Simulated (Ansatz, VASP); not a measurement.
**One calculation of Mn3Si, two programs**

File INCAR:

```
PREC = Accurate
ENCUT = 520
EDIFF = 1E-6
ISMEAR = -1
SIGMA = 0.05
LREAL = F
LASPH = T
NELM = 60
ALGO = Normal
ISIF = 2
LWAVE = F
LCHARG = F
NBANDS = 30
```

KPOINTS

```
regular mesh
0
Gamma
  10 10 10
```

POSCAR

```
Mn3Si
1.0
    0.0000000000      3.0819188241      3.0819188241
    3.0819188241      0.0000000000      3.0819188241
    3.0819188241      3.0819188241      0.0000000000
Mn Si
3 1
Direct
    0.5000000000      0.5000000000      0.5000000000
    0.2500000000      0.2500000000      0.2500000000
    0.7500000000      0.7500000000      0.7500000000
    0.0000000000      0.0000000000      0.0000000000
```

Input for Ansatz:

```yaml
crystal:
  lattice:
    - [0.0, 3.0819188241, 3.0819188241]
    - [3.0819188241, 0.0, 3.0819188241]
    - [3.0819188241, 3.0819188241, 0.0]
  atoms:
    - { symbol: Mn, position: [0.5, 0.5, 0.5] }
    - { symbol: Mn, position: [0.25, 0.25, 0.25] }
    - { symbol: Mn, position: [0.75, 0.75, 0.75] }
    - { symbol: Si, position: [0.0, 0.0, 0.0] }
kpoints:
  mp_grid: { grid: [10, 10, 10] }
scf:
  occupations: { method: fermi_dirac, width: 0.05 }
hamiltonian:
  xc: lda
  pseudopotentials: { kind: paw }
output:
  forces: true
  stress: true
  eigenvalues: true
```

Change from the starting cell: volume scaled by 1.25, no spin polarisation, PAW files.

Alike in both runs: task single point; functional LDA; k mesh 10 × 10 × 10; occupations fermi-dirac, width 0.05 eV; no spin polarisation.

|  | VASP | Ansatz |
| --- | --- | --- |
| version | VASP 6.6.1 | Ansatz 0.2.0 |
| potentials or method | VASP PAW LDA potentials, release 64 (Mn_pv, Si) | PAW with Ansatz's default frozen-core files, scalar-relativistic |
| plane-wave cutoff (eV) | 520 | 420 |
| valence electrons in the cell | 43 | 49 |

|  | VASP | Ansatz | Ansatz less VASP |
| --- | --- | --- | --- |
| pressure (GPa) | -48.3 | -48.6 | -0.29 |

LDA's correlation is that of Perdew and Zunger in VASP and of Perdew and Wang (1992) in Ansatz. Both programs put the cell under strong tension, so it lies far from rest at this level. VASP's potentials hold 43 valence electrons a cell and Ansatz's 49, so a difference there can come from the potentials and not from the codes.

Noted on VASP's run: the cell as given lies far from equilibrium.
